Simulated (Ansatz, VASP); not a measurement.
# MgO: VASP beside Ansatz

```
Mg O
1.0
     0.04003    2.13515    2.13515
     2.13515    0.04003    2.13515
     2.17518    2.17518    0.00000
Mg O
1 1
Direct
  0.00000 0.00000 0.00000
  0.50000 0.50000 0.50000
```

Change from the starting cell: strain +0.0375 x Voigt [0, 0, 0, 0, 0, 1], atoms carried along.

Alike in both runs: task single point; functional LDA; k mesh 10 × 10 × 10; occupations gaussian, width 0.05 eV; no spin polarisation.

|  | VASP | Ansatz |
| --- | --- | --- |
| version | VASP 6.6.1 | Ansatz 0.2.0 |
| potentials or method | VASP PAW LDA potentials, release 64 (Mg_sv, O), cutoff 750 eV | scalar-relativistic, plane waves, PAW |
| valence electrons in the cell | 16 | 16 |

```csv
,VASP,Ansatz,Ansatz less VASP
gap on the k mesh at the Fermi level (eV),4.13,4.11,-0.014
least direct gap on the mesh (eV),4.13,4.11,-0.014
pressure (GPa),-11.7,-11.5,+0.15
"traceless stress, the component that is largest in VASP (GPa)",-5.24,-5.25,-0.016
```

LDA's correlation is that of Perdew and Zunger in VASP and of Perdew and Wang (1992) in Ansatz.
